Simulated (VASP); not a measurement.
ZnO (krp): single point with RPBE

**Measured values to compare with.**

“Electronic structure of alkaline earth and post-transition metal oxides”, 2009, arxiv:0908.1581 quotes, for a bulk crystal of ZnO: band gap 3.37 eV.

ZnO (krp):

```
CELL_PARAMETERS angstrom
3.31531 0.00000 0.00000
-1.65765 2.87114 0.00000
0.00000 0.00000 5.35317
ATOMIC_POSITIONS crystal
Zn 0.33333 0.66667 0.00195
Zn 0.66667 0.33333 0.50195
O 0.33333 0.66667 0.38105
O 0.66667 0.33333 0.88105
```

| Quantity | Value |
| --- | --- |
| Program | VASP 6.6.1 |
| Task | single point |
| Functional | RPBE |
| Potentials or basis | VASP PAW PBE potentials, release 64 (Zn, O) |
| Cutoff | 520 eV |
| k mesh | 9 × 9 × 4 |
| Occupations | gaussian, width 0.1 eV |
| Spin | no spin polarisation |
| Dipole correction | no |
| Further INCAR settings | ALGO = Normal; EDIFF = 1e-07; NBANDS = 26 |

* Pressure: 1.1 GPa
* Band gap on the k mesh: 0.78 eV, direct

Stress tensor (GPa, compression positive):
```
1.11 0.00 0.00
0.00 1.11 0.00
0.00 0.00 0.99
```

Levels at points of the mesh, in eV from the valence-band top:
| k point | band 14 | band 15 | band 16 | band 17 | band 18 | band 19 | band 20 | band 21 | band 22 | band 23 |
| --- | --- | --- | --- | --- | --- | --- | --- | --- | --- | --- |
| (0.00, 0.00, 0.00) | -0.71 | -0.71 | -0.07 | 0.00 | 0.00 | 0.78 | 5.07 | 8.08 | 12.66 | 12.66 |
| (0.00, 0.00, 0.50) | -2.18 | -0.35 | -0.35 | -0.35 | -0.35 | 3.37 | 3.37 | 9.89 | 9.89 | 12.94 |

Wall time 35 s on 1 thread of Intel(R) Xeon(R) Platinum 8488C (Sapphire Rapids), with other jobs on the host, peak memory 0.19 GiB.

Measured gap of ZnO: 3.37 eV (quoted in “Electronic structure of alkaline earth and post-transition metal oxides”, 2009, arxiv:0908.1581). This calculation gives 0.78 eV (-2.59 eV). So large a miss can be the level of theory's own, or it may mean another phase, state or a wrong row. The value is that of RPBE, without temperature or zero-point motion. Semilocal functionals fall short of measured gaps as a rule.

Caveat: the PAW data sets were made with another functional, which shifts forces and pressure a little.
